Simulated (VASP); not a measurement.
# BaS (R-3m) in VASP: single point with PBE

Aim: the single point of BaS with PBE.

Program: VASP 6.6.1. These are calculated values, not measurements. Logs are shortened: lines on timing, memory, paths and dates and some standing lists are left out, and cuts for length are marked.

**1. The cell of the first run**

Symmetry: R-3m, No. 166, trigonal system. The conventional cell has a = 4.449 Å, b = 4.449 Å, c = 11.395 Å, α = 90.00°, β = 90.00°, γ = 120.00°. Within 4.2 Å of Ba (site symmetry -3m) lie 6 S at 3.19 Å. Within 4.2 Å of S (site symmetry -3m) lie 6 Ba at 3.19 Å.

**2. Single point, PBE (equal xy, yz and zx shear strains of +3 %)**

File INCAR:

```
  PREC = Accurate
  ENCUT = 520
  EDIFF = 1E-7
  ISMEAR = -1
  SIGMA = 0.02
  LREAL = F
  LASPH = T
  NELM = 100
  ALGO = Normal
  ISIF = 2
  LWAVE = F
  LCHARG = F
  GGA = PE
  NBANDS = 15
```

File KPOINTS:

```
Automatic mesh
0
Gamma
  8 8 8
```

File POSCAR:

```
BaS
1.0
    0.0958125000      3.2416562500      3.2416562500
    3.2416562500      0.0958125000      3.2416562500
    3.2416562500      3.2416562500      0.0958125000
Ba S
1 1
Direct
    0.0000000000      0.0000000000      0.0000000000
    0.5000000000      0.5000000000      0.5000000000
```

Potentials or basis: VASP PAW PBE potentials, release 64 (Ba_sv, S).

The run is started by

```sh
cat potpaw_PBE.64/Ba_sv/POTCAR potpaw_PBE.64/S/POTCAR > POTCAR
mpirun -np 1 vasp_std > vasp.out
```

OUTCAR:

```text
PREC = Accurate
   ENCUT = 520
   EDIFF = 1E-7
   ISMEAR = -1
   LREAL = F
   LASPH = T
   NELM = 100
   ISIF = 2
   GGA = PE

 ion  position               nearest neighbor table
   1  0.000  0.000  0.000-   2 3.19   2 3.19   2 3.19   2 3.19   2 3.19   2 3.19
   2  0.500  0.500  0.500-   1 3.19   1 3.19   1 3.19   1 3.19   1 3.19   1 3.19

  LATTYP: Found a trigonal (rhomboedric) cell.
 ALAT       =     4.5853953506
 COS(alpha) =     0.5293254421

  Lattice vectors:

 A1 = (   0.0958125000,   3.2416562500,   3.2416562500)
 A2 = (   3.2416562500,   0.0958125000,   3.2416562500)
 A3 = (   3.2416562500,   3.2416562500,   0.0958125000)

Analysis of symmetry for initial positions (statically):
=====================================================================
 Subroutine PRICEL returns:
 Original cell was already a primitive cell.

 Routine SETGRP: Setting up the symmetry group for a
 trigonal (rhombohedral) supercell.

 Subroutine GETGRP returns: Found 12 space group operations
 (whereof 12 operations were pure point group operations)
 out of a pool of 12 trial point group operations.

The static configuration has the point symmetry D_3d.

Analysis of symmetry for dynamics (positions and initial velocities):
=====================================================================
 Subroutine PRICEL returns:
 Original cell was already a primitive cell.

 Routine SETGRP: Setting up the symmetry group for a
 trigonal (rhombohedral) supercell.

 Subroutine GETGRP returns: Found 12 space group operations
 (whereof 12 operations were pure point group operations)
 out of a pool of 12 trial point group operations.

The dynamic configuration has the point symmetry D_3d.

 Subroutine INISYM returns: Found 12 space group operations
 (whereof 12 operations are pure point group operations),
 and found     1 'primitive' translations

----------------------------------------------------------------------------------------

                                     Primitive cell

  volume of cell :      65.1092

  direct lattice vectors                    reciprocal lattice vectors
     0.095812500  3.241656250  3.241656250    -0.161254529  0.156625213  0.156625213
     3.241656250  0.095812500  3.241656250     0.156625213 -0.161254529  0.156625213
     3.241656250  3.241656250  0.095812500     0.156625213  0.156625213 -0.161254529

  length of vectors
     4.585395351  4.585395351  4.585395351     0.273981638  0.273981638  0.273981638

  position of ions in fractional coordinates (direct lattice)
     0.000000000  0.000000000  0.000000000
     0.500000000  0.500000000  0.500000000

  ion indices of the primitive-cell ions
   primitive index   ion index
                 1           1
                 2           2

----------------------------------------------------------------------------------------

 KPOINTS: Automatic mesh

Automatic generation of k-mesh.
 Grid dimensions read from file:
 generate k-points for:    8    8    8

 Generating k-lattice:

  Cartesian coordinates                     Fractional coordinates (reciprocal lattice)
    -0.020156816  0.019578152  0.019578152     0.125000000  0.000000000 -0.000000000
     0.019578152 -0.020156816  0.019578152     0.000000000  0.125000000 -0.000000000
     0.019578152  0.019578152 -0.020156816     0.000000000  0.000000000  0.125000000

  Length of vectors
     0.034247705  0.034247705  0.034247705

  Shift w.r.t. Gamma in fractional coordinates (k-lattice)
     0.000000000  0.000000000  0.000000000

 Subroutine IBZKPT returns following result:
 ===========================================

 Found     65 irreducible k-points:

 Following reciprocal coordinates:
            Coordinates               Weight
  0.000000  0.000000  0.000000      1.000000
  0.125000  0.000000 -0.000000      6.000000
  0.250000  0.000000 -0.000000      6.000000
  0.375000  0.000000 -0.000000      6.000000
  0.500000  0.000000 -0.000000      3.000000
  0.125000  0.125000 -0.000000      6.000000
[... 16 lines left out ...]
  0.250000  0.125000  0.125000      6.000000
  0.375000  0.125000  0.125000      6.000000
 [... further k-points ...]
   k-points           NKPTS =     65   k-points in BZ     NKDIM =     65   number of bands    NBANDS=     15
   number of dos      NEDOS =    301   number of ions     NIONS =      2
   total plane-waves  NPLWV =  46656
   dimension x,y,z NGX =    36 NGY =   36 NGZ =   36
   dimension x,y,z NGXF=    72 NGYF=   72 NGZF=   72
   ions per type =               1   1
   NGX,Y,Z   is equivalent  to a cutoff of  13.05, 13.05, 13.05 a.u.
   NGXF,Y,Z  is equivalent  to a cutoff of  26.10, 26.10, 26.10 a.u.
 SYSTEM =  unknown system
   PREC   = accura    normal or accurate (medium, high low for compatibility)
   ISTART =      0    job   : 0-new  1-cont  2-samecut
   ICHARG =      2    charge: 1-file 2-atom 10-const
   ISPIN  =      1    spin polarized calculation?
   LNONCOLLINEAR =      F non collinear calculations
   LSORBIT =      F    spin-orbit coupling
   LASPH  =      T    aspherical Exc in radial PAW
   ENCUT  =  520.0 eV  38.22 Ry    6.18 a.u.   8.53  8.53  8.53*2*pi/ulx,y,z
   NELM   =    100;   NELMIN=  2; NELMDL= -5     # of ELM steps
   EDIFF  = 0.1E-06   stopping-criterion for ELM
   LREAL  =      F    real-space projection
   EDIFFG = 0.1E-05   stopping-criterion for IOM
   NSW    =      0    number of steps for IOM
   IBRION =     -1    ionic relax: 0-MD 1-quasi-New 2-CG
   NFREE  =      0    steps in history (QN), initial steepest desc. (CG)
   ISIF   =      2    stress and relaxation
   ISYM   =      2    0-nonsym 1-usesym 2-fastsym
   POTIM  = 0.5000    time-step for ionic-motion
   TEBEG  =    0.0;   TEEND  =   0.0 temperature during run
   PSTRESS=    0.0 pullay stress
   NELECT =      16.0000    total number of electrons
   NUPDOWN=      -1.0000    fix difference up-down
   EMIN   =  10.00;   EMAX   =-10.00  energy-range for DOS
   EFERMI =   0.00;   METHOD = LEGACY
   ISMEAR =    -1;   SIGMA  =   0.02  broadening in eV -4-tet -1-fermi 0-gaus
   EFERMI_NEDOS =   21; number of points for ismear=-14 and -15
   IALGO  =     38    algorithm
   IMIX   =      4    mixing-type and parameters
     AMIX     =   0.40;   BMIX     =  1.00
     AMIX_MAG =   1.60;   BMIX_MAG =  1.00
  volume/ion in A,a.u.               =      32.55       219.69
  Fermi-wavevector in a.u.,A,eV,Ry     =   1.025417  1.937758 14.306265  1.051481
  Thomas-Fermi vector in A             =   2.159256
   LORBIT       =      0    0 simple, 1 ext, 2 COOP (PROOUT), +10 PAW based schemes
   GGA     = PE    functional components
   LHFCALC =     F    Hartree Fock is set to
   AEXX    =    0.0000 exact exchange contribution
   IVDW    =     0    specifies the selected vdW correction
   LEPSILON=     F    determine dielectric tensor
   LRPA    =     F    only Hartree local field effects (RPA)
 non-spin polarized calculation
  energy-cutoff  :      520.00
  volume of cell :       65.11
 maximum number of plane-waves:      1772
 NGX is ok and might be reduce to    36
   NGX = 17   NGY = 17   NGZ = 17

 number of electron      15.9999999 magnetization

 Free energy of the ion-electron system (eV)
  ---------------------------------------------------
  ext. energy  EPLUGINS =         0.00000000
  ---------------------------------------------------
  free energy    TOTEN  =       -10.17383553 eV

  energy without entropy =      -10.17383553  energy(sigma->0) =      -10.17383553

 E-fermi :   1.9726     XC(G=0):  -8.6299

 val. band max:        1.5026796160   @ k =   0.0000   0.0000   0.0000
 cond. band min:       3.5613899106   @ k =   0.5000   0.5000  -0.0000
 fundamental gap:      2.0587102946
 Fermi energy:         1.9726181851

 k-point     1 :       0.0000    0.0000    0.0000
  band No.  band energies     occupation
      1     -24.6239      2.00000
      2      -9.6855      2.00000
      3      -9.6736      2.00000
      4      -9.6736      2.00000
      5      -8.8997      2.00000
      6       1.3937      2.00000
      7       1.5027      2.00000
      8       1.5027      2.00000
      9       4.9041      0.00000
     10       5.2541      0.00000
     11       5.4351      0.00000
     12       5.4351      0.00000
     13       6.2724      0.00000
     14       6.2724      0.00000
     15      10.2040      0.00000

 k-point     2 :       0.1250    0.0000   -0.0000
  band No.  band energies     occupation
      1     -24.6170      2.00000
      2      -9.9760      2.00000
      3      -9.6884      2.00000
      4      -9.6819      2.00000
      5      -8.5877      2.00000
      6       1.0726      2.00000
      7       1.1846      2.00000
      8       1.2954      2.00000
      9       5.1960      0.00000
     10       5.4619      0.00000
     11       5.6741      0.00000
     12       5.7656      0.00000
     13       6.7316      0.00000
     14       6.7324      0.00000
     15      10.8680      0.00000

 k-point     3 :       0.2500    0.0000   -0.0000
  band No.  band energies     occupation
      1     -24.6001      2.00000
      2     -10.4038      2.00000
      3      -9.7019      2.00000
      4      -9.6984      2.00000
      5      -8.1316      2.00000
      6       0.3278      2.00000
      7       0.7374      2.00000
      8       0.8847      2.00000
      9       5.5592      0.00000
     10       5.9971      0.00000
     11       6.3566      0.00000
     12       6.9322      0.00000
     13       7.8716      0.00000
     14       7.8848      0.00000
     15      12.1309      0.00000
[... 343 lines left out ...]
 k-point    23 :       0.2500    0.1250    0.1250
  band No.  band energies     occupation
      1     -24.6089      2.00000
      2     -10.2199      2.00000
      3      -9.7392      2.00000
      4      -9.6757      2.00000
      5      -8.2977      2.00000
      6       0.5175      2.00000
      7       0.9575      2.00000
      8       1.2789      2.00000
      9       5.2728      0.00000
     10       5.8105      0.00000
     11       5.9810      0.00000
     12       6.2856      0.00000
     13       7.2048      0.00000
     14       7.7171      0.00000
     15      11.5945      0.00000

 k-point    24 :       0.3750    0.1250    0.1250
  band No.  band energies     occupation
      1     -24.5921      2.00000
      2     -10.5056      2.00000
      3      -9.7874      2.00000
      4      -9.6960      2.00000
      5      -7.9862      2.00000
      6       0.0192      2.00000
      7       0.6306      2.00000
      8       0.9191      2.00000
      9       5.6043      0.00000
     10       6.4230      0.00000
     11       6.8333      0.00000
     12       7.0871      0.00000
     13       8.2296      0.00000
     14       9.1020      0.00000
     15      11.4192      0.00000

 [... further k-points ...]

------------------------ aborting loop because EDIFF is reached ----------------------------------------

  FORCE on cell =-STRESS in cart. coord.  units (eV):
  Direction    XX          YY          ZZ          XY          YZ          ZX
  --------------------------------------------------------------------------------------
  -------------------------------------------------------------------------------------
  Total        0.5726551      0.5726551      0.5726551     -0.2423470     -0.2423470     -0.2423470
  in kB       14.0916313     14.0916313     14.0916313     -5.9635625     -5.9635625     -5.9635625
  external PRESSURE =      14.0916313 kB  Pullay stress =       0.0000000 kB

 VOLUME and BASIS-vectors are now :
 -----------------------------------------------------------------------------
  energy-cutoff  :      520.00
  volume of cell :       65.11
      direct lattice vectors                 reciprocal lattice vectors
     0.095812500  3.241656250  3.241656250    -0.161254529  0.156625213  0.156625213
     3.241656250  0.095812500  3.241656250     0.156625213 -0.161254529  0.156625213
     3.241656250  3.241656250  0.095812500     0.156625213  0.156625213 -0.161254529

 POSITION                                       TOTAL-FORCE (eV/Angst)
 -----------------------------------------------------------------------------------
      0.00000      0.00000      0.00000         0.000000     -0.000000     -0.000000
      3.28956      3.28956      3.28956        -0.000000      0.000000      0.000000
 -----------------------------------------------------------------------------------
    total drift:                                0.000000      0.000000      0.000000

  FREE ENERGIE OF THE ION-ELECTRON SYSTEM (eV)
  ---------------------------------------------------
  free  energy   TOTEN  =       -10.1738355333 eV

  energy  without entropy=      -10.1738355333  energy(sigma->0) =      -10.17383553
```

It took 1.8 min on 1 thread of Intel Xeon 8259CL, shared host; peak memory 0.24 GiB.

Results:

```yaml
Free_energy: -10.1738 eV
Pressure: 1.4 GPa
Band_gap_on_the_k_mesh: 2.06 eV (least direct gap 2.19 eV)
```

Caveat: the cell differs from its parent crystal (equal xy, yz and zx shear strains of +3 %); spin-orbit coupling is left out, which moves the levels of the heavy elements. A k mesh can miss the band edges.
